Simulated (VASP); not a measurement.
A run of VASP 6.6.1:

INCAR

```
PREC     = Accurate       # precision mode
ENCUT    = 600            # plane-wave cutoff, eV
EDIFF    = 1E-6           # SCF threshold, eV
ISMEAR   = -1             # smearing method
SIGMA    = 0.05           # smearing width, eV
LREAL    = False          # projectors in reciprocal space
LASPH    = True           # aspherical terms in the spheres
NELM     = 80             # most SCF steps
ALGO     = Normal         # electronic algorithm
ISIF     = 3              # what is computed and relaxed
LWAVE    = False          # write WAVECAR
LCHARG   = False          # write CHGCAR
GGA      = PS             # functional
IBRION   = 2              # ionic algorithm
NSW      = 100            # ionic steps
EDIFFG   = -0.01          # ionic threshold
```

File KPOINTS:

```
Automatic mesh
0
Gamma
  4 4 4
```

File POSCAR:

```
BiS2
1.0
    6.2821698365      0.0214535887     -0.0579933202
    0.0204995972      6.0003146362     -0.0295369498
   -0.0358009162     -0.0190825511      3.9130585401
Bi S
2 4
Direct
    0.4706885786      0.5262010211      0.5237444911
   -0.0064407097     -0.0014577130     -0.0049572155
    0.6956572382      0.0586436910      0.4834850530
    0.3221530300      0.9396969543      0.5396858514
    0.1879454724      0.4109088745     -0.0064745610
    0.8358660177      0.5562156293      0.0090769205
```

Potentials or basis: VASP PAW PBE potentials, release 64 (Bi_d, S).

Command:

```bash
$ cat potpaw_PBE.64/Bi_d/POTCAR potpaw_PBE.64/S/POTCAR > POTCAR
$ mpirun -np 1 vasp_std > vasp.out
```

Hardware: 1 thread of Intel(R) Xeon(R) 6975P-C (Granite Rapids), with other jobs on the host.

Task: How long does it take, and how much memory?

Result: It took 50 min on 1 thread of Intel(R) Xeon(R) 6975P-C (Granite Rapids) (shared host), peak memory 0.39 GiB. Counts: scf iterations 402, k points 36, ion steps 54.
